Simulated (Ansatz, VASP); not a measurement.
# AlN in VASP and in Ansatz

Contents of INCAR:

```
SYSTEM = AlN
  PREC = Accurate
  ENCUT = 520
  EDIFF = 1E-7
  ISMEAR = 0
  SIGMA = 0.05
  LREAL = .False.
  LASPH = .True.
  NELM = 80
  ALGO = Normal
  ISIF = 2
  LWAVE = .False.
  LCHARG = .False.
  GGA = PE
  NBANDS = 11
```

KPOINTS

```
regular mesh
0
Gamma
  10 10 10
  0 0 0
```

The input POSCAR:

```
AlN
1.0
   -0.4733023302      1.9748131708      1.9748131708
    1.9748131708     -0.4733023302      1.9748131708
    1.9748131708      1.9748131708     -0.4733023302
Al N
1 1
Direct
    0.0000000000      0.0000000000      0.0000000000
    0.7500000000      0.7500000000      0.7500000000
```

Input for Ansatz:

```yaml
crystal:
  lattice:
    - [-0.4733023302, 1.9748131708, 1.9748131708]
    - [1.9748131708, -0.4733023302, 1.9748131708]
    - [1.9748131708, 1.9748131708, -0.4733023302]
  atoms:
    - { symbol: Al, position: [0.0, 0.0, 0.0] }
    - { symbol: "N", position: [0.75, 0.75, 0.75] }
basis:
  ecutwfc: 420
kpoints:
  mp_grid: { grid: [10, 10, 10] }
hamiltonian:
  xc: pbe
scf:
  occupations: { method: gaussian, width: 0.05 }
output:
  forces: true
  stress: true
  eigenvalues: true
```

Alike in both runs: task single point; functional PBE; k mesh 10 × 10 × 10; occupations gaussian, width 0.05 eV; no spin polarisation.

|  | VASP | Ansatz |
| --- | --- | --- |
| version | VASP 6.6.1 | Ansatz 0.2.0 |
| potentials or method | VASP PAW PBE potentials, release 64 (Al, N), cutoff 520 eV | scalar-relativistic, plane waves, PAW |
| valence electrons in the cell | 8 | 8 |

```tsv
	VASP	Ansatz	Ansatz less VASP
gap on the k mesh at the Fermi level (eV)	2.02	2.06	+0.046
least direct gap on the mesh (eV)	2.42	2.46	+0.042
rms of the force components (eV/Å)	7.372	7.326	-0.0462
```

Atom by atom the forces differ by 0.046 eV/Å (rms over components).
